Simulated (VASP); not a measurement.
# Se (P6_3/mmc) in VASP: further runs

The runs below take Se through single point, relaxation of cell and atoms, with r2SCAN.

Everything below comes from runs of VASP 6.6.1. Logs are shortened: lines on timing, memory, paths and dates and some standing lists are left out, and cuts for length are marked.

### 1 The cell of the first run

Symmetry: P6_3/mmc, No. 194, hexagonal system. Conventional cell: a = 3.732 Å, b = 3.732 Å, c = 7.370 Å, α = 90.00°, β = 90.00°, γ = 120.00°. Within 3.7 Å of Se (site symmetry -3m) lie 8 Se at 2.83 to 3.68 Å. Se (site symmetry -6m2) has 6 Se at 2.83 Å within 3.7 Å.

### 2 Single point, r2SCAN

Input file POSCAR:

```
Se
1.0
    3.7316988839      0.0000000000      0.0000000000
   -1.8658494419      3.2317460327      0.0000000000
    0.0000000000      0.0000000000      7.3696937097
Se
4
Direct
    0.0000000000      0.0000000000      0.0000000000
    0.0000000000      0.0000000000      0.5000000000
    0.3333333333      0.6666666667      0.7500000000
    0.6666666667      0.3333333333      0.2500000000
```

Input file INCAR.step1:

```
PREC = Accurate
ENCUT = 520
ISMEAR = 0
SIGMA = 0.1
LREAL = False
LASPH = True
NELM = 100
NBANDS = 20
GGA = PE
ALGO = Normal
EDIFF = 1E-4
LWAVE = True
LCHARG = False
```

Input file INCAR.step2:

```
PREC = Accurate
ENCUT = 520
EDIFF = 1E-6
ISMEAR = 0
SIGMA = 0.1
LREAL = False
LASPH = True
NELM = 100
ALGO = Normal
ISIF = 2
LWAVE = False
LCHARG = False
METAGGA = R2SCAN
LMIXTAU = True
NBANDS = 20
ISTART = 1
```

Input file KPOINTS:

```
Automatic mesh
0
Gamma
  6 6 4
```

Potentials or basis: VASP PAW PBE potentials, release 64 (Se).

Started as:

```console
$ cat potpaw_PBE.64/Se/POTCAR > POTCAR
$ cp INCAR.step1 INCAR
$ mpirun -np 1 vasp_std > vasp.out
$ cp INCAR.step2 INCAR
$ mpirun -np 1 vasp_std > vasp.out
```

OUTCAR:

```text
PREC = Accurate
   ENCUT = 520
   EDIFF = 1E-6
   ISMEAR = 0
   LREAL = False
   LASPH = True
   NELM = 100
   ISIF = 2
   METAGGA = R2SCAN
   ISTART = 1

 ion  position               nearest neighbor table
   1  0.000  0.000  0.000-
   2  0.000  0.000  0.500-
   3  0.333  0.667  0.750-
   4  0.667  0.333  0.250-

  LATTYP: Found a hexagonal cell.
 ALAT       =     3.7316988839
 C/A-ratio  =     1.9748897055

  Lattice vectors:

 A1 = (   3.7316988839,   0.0000000000,   0.0000000000)
 A2 = (  -1.8658494419,   3.2317460327,   0.0000000000)
 A3 = (   0.0000000000,   0.0000000000,   7.3696937097)

Analysis of symmetry for initial positions (statically):
=====================================================================
 Subroutine PRICEL returns:
 Original cell was already a primitive cell.

 Routine SETGRP: Setting up the symmetry group for a
 hexagonal supercell.

 Subroutine GETGRP returns: Found 24 space group operations
 (whereof 12 operations were pure point group operations)
 out of a pool of 24 trial point group operations.

The static configuration has the point symmetry D_3d.
 The point group associated with its full space group is D_6h.

Analysis of symmetry for dynamics (positions and initial velocities):
=====================================================================
 Subroutine PRICEL returns:
 Original cell was already a primitive cell.

 Routine SETGRP: Setting up the symmetry group for a
 hexagonal supercell.

 Subroutine GETGRP returns: Found 24 space group operations
 (whereof 12 operations were pure point group operations)
 out of a pool of 24 trial point group operations.

The dynamic configuration has the point symmetry D_3d.
 The point group associated with its full space group is D_6h.

 Subroutine INISYM returns: Found 24 space group operations
 (whereof 12 operations are pure point group operations),
 and found     1 'primitive' translations

----------------------------------------------------------------------------------------

                                     Primitive cell

  volume of cell :      88.8778

  direct lattice vectors                    reciprocal lattice vectors
     3.731698884  0.000000000  0.000000000     0.267974462  0.154715128  0.000000000
    -1.865849442  3.231746033  0.000000000     0.000000000  0.309430255  0.000000000
     0.000000000  0.000000000  7.369693710     0.000000000  0.000000000  0.135690849

  length of vectors
     3.731698884  3.731698884  7.369693710     0.309430255  0.309430255  0.135690849

  position of ions in fractional coordinates (direct lattice)
     0.000000000  0.000000000  0.000000000
     0.000000000  0.000000000  0.500000000
     0.333333333  0.666666667  0.750000000
     0.666666667  0.333333333  0.250000000

  ion indices of the primitive-cell ions
   primitive index   ion index
                 1           1
                 2           2
                 3           3
                 4           4

----------------------------------------------------------------------------------------

 KPOINTS: Automatic mesh

Automatic generation of k-mesh.
 Grid dimensions read from file:
 generate k-points for:    6    6    4

 Generating k-lattice:

  Cartesian coordinates                     Fractional coordinates (reciprocal lattice)
     0.044662410  0.025785855  0.000000000     0.166666667 -0.000000000  0.000000000
     0.000000000  0.051571709  0.000000000     0.000000000  0.166666667  0.000000000
     0.000000000  0.000000000  0.033922712     0.000000000  0.000000000  0.250000000

  Length of vectors
     0.051571709  0.051571709  0.033922712

  Shift w.r.t. Gamma in fractional coordinates (k-lattice)
     0.000000000  0.000000000  0.000000000

 Subroutine IBZKPT returns following result:
 ===========================================

 Found     21 irreducible k-points:

 Following reciprocal coordinates:
            Coordinates               Weight
  0.000000  0.000000  0.000000      1.000000
  0.166667 -0.000000  0.000000      6.000000
  0.333333 -0.000000  0.000000      6.000000
  0.500000 -0.000000  0.000000      3.000000
  0.166667  0.166667  0.000000      6.000000
  0.333333  0.166667  0.000000     12.000000
[... 13 lines left out ...]
  0.333333  0.166667  0.500000     12.000000
  0.333333  0.333333  0.500000      2.000000
   k-points           NKPTS =     21   k-points in BZ     NKDIM =     21   number of bands    NBANDS=     20
   number of dos      NEDOS =    301   number of ions     NIONS =      4
   total plane-waves  NPLWV =  43904
   dimension x,y,z NGX =    28 NGY =   28 NGZ =   56
   dimension x,y,z NGXF=    56 NGYF=   56 NGZF=  112
   ions per type =               4
   NGX,Y,Z   is equivalent  to a cutoff of  12.47, 12.47, 12.63 a.u.
   NGXF,Y,Z  is equivalent  to a cutoff of  24.95, 24.95, 25.27 a.u.
 SYSTEM =  unknown system
   PREC   = accura    normal or accurate (medium, high low for compatibility)
   ISTART =      1    job   : 0-new  1-cont  2-samecut
   ICHARG =      0    charge: 1-file 2-atom 10-const
   ISPIN  =      1    spin polarized calculation?
   LNONCOLLINEAR =      F non collinear calculations
   LSORBIT =      F    spin-orbit coupling
   LASPH  =      T    aspherical Exc in radial PAW
   ENCUT  =  520.0 eV  38.22 Ry    6.18 a.u.   6.94  6.94 13.70*2*pi/ulx,y,z
   NELM   =    100;   NELMIN=  2; NELMDL=  0     # of ELM steps
   EDIFF  = 0.1E-05   stopping-criterion for ELM
   LREAL  =      F    real-space projection
   EDIFFG = 0.1E-04   stopping-criterion for IOM
   NSW    =      0    number of steps for IOM
   IBRION =     -1    ionic relax: 0-MD 1-quasi-New 2-CG
   NFREE  =      0    steps in history (QN), initial steepest desc. (CG)
   ISIF   =      2    stress and relaxation
   ISYM   =      2    0-nonsym 1-usesym 2-fastsym
   POTIM  = 0.5000    time-step for ionic-motion
   TEBEG  =    0.0;   TEEND  =   0.0 temperature during run
   PSTRESS=    0.0 pullay stress
   NELECT =      24.0000    total number of electrons
   NUPDOWN=      -1.0000    fix difference up-down
   EMIN   =  10.00;   EMAX   =-10.00  energy-range for DOS
   EFERMI =   0.00;   METHOD = LEGACY
   ISMEAR =     0;   SIGMA  =   0.10  broadening in eV -4-tet -1-fermi 0-gaus
   EFERMI_NEDOS =   21; number of points for ismear=-14 and -15
   IALGO  =     38    algorithm
   IMIX   =      4    mixing-type and parameters
     AMIX     =   0.40;   BMIX     =  1.00
     AMIX_MAG =   1.60;   BMIX_MAG =  1.00
  volume/ion in A,a.u.               =      22.22       149.94
  Fermi-wavevector in a.u.,A,eV,Ry     =   1.058151  1.999615 15.234209  1.119683
  Thomas-Fermi vector in A             =   2.193450
   LORBIT       =      0    0 simple, 1 ext, 2 COOP (PROOUT), +10 PAW based schemes
   METAGGA = R2SCAN    functional components
   LHFCALC =     F    Hartree Fock is set to
   AEXX    =    0.0000 exact exchange contribution
   IVDW    =     0    specifies the selected vdW correction
   LEPSILON=     F    determine dielectric tensor
   LRPA    =     F    only Hartree local field effects (RPA)
 non-spin polarized calculation
 Gauss-broadening in eV      SIGMA  =   0.10
  energy-cutoff  :      520.00
  volume of cell :       88.88
 maximum number of plane-waves:      2406
 NGX is ok and might be reduce to    28
   NGX = 13   NGY = 13   NGZ = 27

 number of electron      24.0000000 magnetization

 Free energy of the ion-electron system (eV)
  ---------------------------------------------------
  ext. energy  EPLUGINS =         0.00000000
  ---------------------------------------------------
  free energy    TOTEN  =       -55.72313393 eV

  energy without entropy =      -55.71479392  energy(sigma->0) =      -55.71896392

 E-fermi :   4.6230     XC(G=0): -10.5273

 val. band max:        4.5716390689   @ k =   0.3333   0.1667   0.0000
 cond. band min:       4.6992283689   @ k =   0.1667   0.1667   0.2500
 fundamental gap:      0.1275892999
 Fermi energy:         4.6229550185

 k-point     1 :       0.0000    0.0000    0.0000
  band No.  band energies     occupation
      1     -12.1728      2.00000
      2      -9.9230      2.00000
      3      -9.8027      2.00000
      4      -5.7346      2.00000
      5      -0.1920      2.00000
      6       1.7792      2.00000
[... 12 lines left out ...]
     19      12.2381      0.00000
     20      12.6906      0.00000

 k-point     2 :       0.1667   -0.0000    0.0000
  band No.  band energies     occupation
      1     -11.8668      2.00000
      2      -9.7229      2.00000
      3      -9.5873      2.00000
      4      -6.1953      2.00000
      5       0.0670      2.00000
      6       0.4737      2.00000
[... 12 lines left out ...]
     19      13.2018      0.00000
     20      13.2430      0.00000

 k-point     3 :       0.3333   -0.0000    0.0000
  band No.  band energies     occupation
      1     -11.0097      2.00000
      2      -9.3088      2.00000
      3      -9.0815      2.00000
      4      -7.3472      2.00000
      5      -1.5340      2.00000
      6      -0.9989      2.00000
[... 12 lines left out ...]
     19      13.5717      0.00000
     20      14.0987      0.00000

 k-point     4 :       0.5000   -0.0000    0.0000
  band No.  band energies     occupation
      1     -10.1273      2.00000
      2      -9.3758      2.00000
      3      -8.7729      2.00000
      4      -8.0613      2.00000
      5      -2.3652      2.00000
      6      -1.8487      2.00000
[... 360 lines left out ...]
 k-point    20 :       0.3333    0.1667    0.5000
  band No.  band energies     occupation
      1      -9.8632      2.00000
      2      -9.8632      2.00000
      3      -8.3129      2.00000
      4      -8.3129      2.00000
      5      -1.3011      2.00000
      6      -1.3011      2.00000
[... 12 lines left out ...]
     19      14.2453      0.00000
     20      14.2453      0.00000

 k-point    21 :       0.3333    0.3333    0.5000
  band No.  band energies     occupation
      1      -9.0683      2.00000
      2      -9.0683      2.00000
      3      -9.0078      2.00000
      4      -9.0078      2.00000
      5      -1.7392      2.00000
      6      -1.7392      2.00000
[... 12 lines left out ...]
     19      13.3930      0.00000
     20      13.3930      0.00000

------------------------ aborting loop because EDIFF is reached ----------------------------------------

  FORCE on cell =-STRESS in cart. coord.  units (eV):
  Direction    XX          YY          ZZ          XY          YZ          ZX
  --------------------------------------------------------------------------------------
  -------------------------------------------------------------------------------------
  Total       -0.1716602     -0.1716602     -0.2061116     -0.0000000      0.0000000      0.0000000
  in kB       -3.0944742     -3.0944742     -3.7155218     -0.0000000      0.0000000      0.0000000
  external PRESSURE =      -3.3014901 kB  Pullay stress =       0.0000000 kB

 VOLUME and BASIS-vectors are now :
 -----------------------------------------------------------------------------
  energy-cutoff  :      520.00
  volume of cell :       88.88
      direct lattice vectors                 reciprocal lattice vectors
     3.731698884  0.000000000  0.000000000     0.267974462  0.154715128  0.000000000
    -1.865849442  3.231746033  0.000000000     0.000000000  0.309430255  0.000000000
     0.000000000  0.000000000  7.369693710     0.000000000  0.000000000  0.135690849

 POSITION                                       TOTAL-FORCE (eV/Angst)
 -----------------------------------------------------------------------------------
      0.00000      0.00000      0.00000         0.000000      0.000000     -0.000000
      0.00000      0.00000      3.68485         0.000000      0.000000     -0.000000
     -0.00000      2.15450      5.52727         0.000000      0.000000     -0.000000
      1.86585      1.07725      1.84242        -0.000000     -0.000000      0.000000
 -----------------------------------------------------------------------------------
    total drift:                                0.000000     -0.000000      0.000000

  FREE ENERGIE OF THE ION-ELECTRON SYSTEM (eV)
  ---------------------------------------------------
  free  energy   TOTEN  =       -55.7231339274 eV

  energy  without entropy=      -55.7147939224  energy(sigma->0) =      -55.71896392
```

Run time: 2.5 min. Hardware: 1 thread of AMD EPYC 9R45 (Zen 5), shared host; peak memory 0.18 GiB.

Results:

- Free energy: -55.7231 eV
- Pressure: -0.3 GPa
- Band gap on the k mesh: zero (band 12 reaches 5.13 eV, above the bottom of band 13 at 2.74 eV)

Caveat: the PAW data sets were made with another functional, which shifts forces and pressure a little.

### 3 Relaxation of cell and atoms, r2SCAN

POSCAR is that of step 2.

Input file INCAR.step1:

```
  PREC = Accurate
  ENCUT = 600
  ISMEAR = 0
  SIGMA = 0.1
  LREAL = F
  LASPH = T
  NELM = 100
  GGA = PE
  ALGO = Normal
  EDIFF = 1E-4
  LWAVE = T
  LCHARG = F
```

Input file INCAR.step2:

```
  PREC = Accurate
  ENCUT = 600
  EDIFF = 1E-6
  ISMEAR = 0
  SIGMA = 0.1
  LREAL = F
  LASPH = T
  NELM = 100
  ALGO = Normal
  ISIF = 3
  LWAVE = F
  LCHARG = F
  METAGGA = R2SCAN
  LMIXTAU = T
  IBRION = 2
  NSW = 90
  EDIFFG = -0.04
  ISTART = 1
```

KPOINTS is that of step 2.

Potentials or basis: VASP PAW PBE potentials, release 64 (Se).

Started as:

```console
$ cat potpaw_PBE.64/Se/POTCAR > POTCAR
$ cp INCAR.step1 INCAR
$ mpirun -np 1 vasp_std > vasp.out
$ cp INCAR.step2 INCAR
$ mpirun -np 1 vasp_std > vasp.out
```

Run time: 4.5 min. Hardware: 1 thread of AMD EPYC 9R45 (Zen 5), shared host; peak memory 0.21 GiB.

The run converged. Its results:

* Free energy: -55.7255 eV
* Relaxed volume: 22.12 Å³/atom
* Relaxed cell: a = 3.726 Å, b = 3.726 Å, c = 7.357 Å, α = 90.00°, β = 90.00°, γ = 120.00°
* Space group after relaxing (to 0.05 Å): P6_3/mmc (No. 194)
* Energy gained by relaxing: 0.1 meV/atom
* Ionic steps: 3
* Pressure after relaxing: 0.0 GPa
* Band gap on the k mesh: zero (band 12 reaches 5.19 eV, above the bottom of band 13 at 2.78 eV)

Stress tensor (GPa, compression positive):
```
-0.03  0.00  0.00
 0.00 -0.03  0.00
 0.00  0.00  0.07
```

The path:
```
step  energy change (eV)  largest force (eV/Å)  pressure (GPa)  volume (Å³)
   1              0.0000                0.0000           -0.34        88.88
   2             -0.0003                0.0000            0.17        88.28
   3             -0.0004                0.0000            0.00        88.48
```

Final structure:
```xyz
4
Lattice="3.7265 0.0000 0.0000 -1.8632 3.2272 0.0000 0.0000 0.0000 7.3573" Properties=species:S:1:pos:R:3 pbc="T T T"
Se   -1.8632    3.2272    0.0000
Se   -1.8632    3.2272    3.6786
Se    0.0000    2.1515    5.5180
Se    1.8632    1.0757    1.8393
```

Levels at points of the mesh, in eV from the Fermi level:
```
           k point  band 10  band 11  band 12  band 13  band 14  band 15
(0.00, 0.00, 0.00)    -1.36    -1.01    -1.01    -0.89     0.98     0.98
(0.50, 0.00, 0.00)    -2.23    -2.06    -1.97    -1.90     2.24     2.49
(0.00, 0.00, 0.50)    -2.43     0.18     0.18     0.18     0.18     1.34
(0.50, 0.00, 0.50)    -3.86     0.48     0.48     0.68     0.68     1.22
```

Caveat: the PAW data sets were made with another functional, which shifts forces and pressure a little.

[end of part 1 of 2]
